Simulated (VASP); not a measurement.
Input of a VASP 6.6.1 run:

File INCAR:

```
  PREC = Accurate
  ENCUT = 520
  EDIFF = 1E-6
  ISMEAR = 0
  SIGMA = 0.1
  LREAL = F
  LASPH = T
  NELM = 150
  ALGO = Normal
  ISIF = 2
  LWAVE = F
  LCHARG = T
  ISPIN = 2
  MAGMOM = 4 0
  LORBIT = 11
  LMAXMIX = 4
  GGA = PE
  LELF = T
  LVHAR = T
  NBANDS = 17
```

The input KPOINTS:

```
regular mesh
0
Gamma
  6 6 6
```

Contents of POSCAR:

```
FeSi
1.0
    2.9403883500      0.0000000000      0.0000000000
   -1.4701941800      2.5464510100      0.0000000000
    0.0000000000      0.0000000000      2.8679036600
Fe Si
1 1
Direct
    0.6666666700      0.3333333300      0.5000000000
    0.0000000000      0.0000000000      0.0000000000
```

Potentials or basis: VASP PAW PBE potentials, release 64 (Fe, Si).

Command:

```sh
$ cat potpaw_PBE.64/Fe/POTCAR potpaw_PBE.64/Si/POTCAR > POTCAR
$ mpirun -np 1 vasp_std > vasp.out
```

(1) What does it give for the site moments?

(2) Estimate the pressure.

(3) Estimate the net moment.

## Answers

(1) Fe +0.50; Si -0.02 μB.

(2) 28.5 GPa.

(3) 0.46 μB per cell.

Caveat: the k points lie up to 0.41 Å⁻¹ apart.
